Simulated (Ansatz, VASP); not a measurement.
# Two plane-wave programs on Si2B2C

The input INCAR:

```
SYSTEM = Si2B2C
PREC = Accurate ; ENCUT = 910
EDIFF = 1E-7 ; ISMEAR = 0
SIGMA = 0.1 ; LREAL = .FALSE.
LASPH = .TRUE. ; NELM = 120
ALGO = Normal ; ISIF = 3
LWAVE = .FALSE. ; LCHARG = .FALSE.
GGA = PE ; IBRION = 2
NSW = 90 ; EDIFFG = -0.04
GGA_COMPAT = .FALSE. ; NELMIN = 4
```

File KPOINTS:

```
regular mesh
0
G
  6 6 4
  0 0 0
```

The input POSCAR:

```
Si2B2C
1.0
    3.9976192800      0.0000000000      0.0000000000
   -1.9988096400      3.4620398500      0.0000000000
    0.0000000000      0.0000000000      4.1034373400
Si B C
2 2 1
Direct
    0.3333333300      0.6666666700      0.8368567900
    0.6666666700      0.3333333300      0.1631432100
    0.3333333300      0.6666666700      0.3425976500
    0.6666666700      0.3333333300      0.6574023500
    0.0000000000      0.0000000000      0.0000000000
```

Input for Ansatz:

```yaml
crystal:
  lattice:
    - [3.99761928, 0.0, 0.0]
    - [-1.99880964, 3.46203985, 0.0]
    - [0.0, 0.0, 4.10343734]
  atoms:
    - { symbol: Si, position: [0.33333333, 0.66666667, 0.83685679] }
    - { symbol: Si, position: [0.66666667, 0.33333333, 0.16314321] }
    - { symbol: B, position: [0.33333333, 0.66666667, 0.34259765] }
    - { symbol: B, position: [0.66666667, 0.33333333, 0.65740235] }
    - { symbol: C, position: [0.0, 0.0, 0.0] }
basis:
  ecutwfc: 420
kpoints:
  mp_grid: { grid: [6, 6, 4] }
hamiltonian:
  xc: pbe
scf:
  occupations: { method: gaussian, width: 0.1 }
  lower_state_search: "off"
output:
  forces: true
  stress: true
  eigenvalues: true
relax:
  adjacent_minimum: "off"
  f_tol: 0.04
  max_steps: 70
  cell: { stress_tol: 0.4 }
```

Alike in both runs: task relaxation of cell and atoms; functional PBE; k mesh 6 × 6 × 4; occupations gaussian, width 0.1 eV; no spin polarisation.

```csv
,VASP,Ansatz
version,VASP 6.6.1,Ansatz 0.2.0
potentials or method,"VASP PAW PBE potentials, release 64 (Si, B_h, C_h), cutoff 910 eV","scalar-relativistic, plane waves, PAW"
valence electrons in the cell,18,18
```

Ansatz gave:

* gap on the k mesh at the Fermi level, each at its own relaxed structure (eV): none
* relaxed volume (Å³/atom): 10.71
* relaxed cell length with the largest relative difference (Å): 3.411

Estimate VASP's values.

gap on the k mesh at the Fermi level, each at its own relaxed structure (eV): none; relaxed volume (Å³/atom): 8.77; relaxed cell length with the largest relative difference (Å): 2.979.

A gap of «none» marks a metal or a gap that the smearing closes. One of these differences is far larger than is usual between the two programs; its cause wasn't traced.

The k mesh is coarse, so the values compare programs but aren't converged. Noted on VASP's run: the cutoff is short for stress, so the pressure is rough; the volume moved by over 15 % at a fixed basis, so the end points are rough.
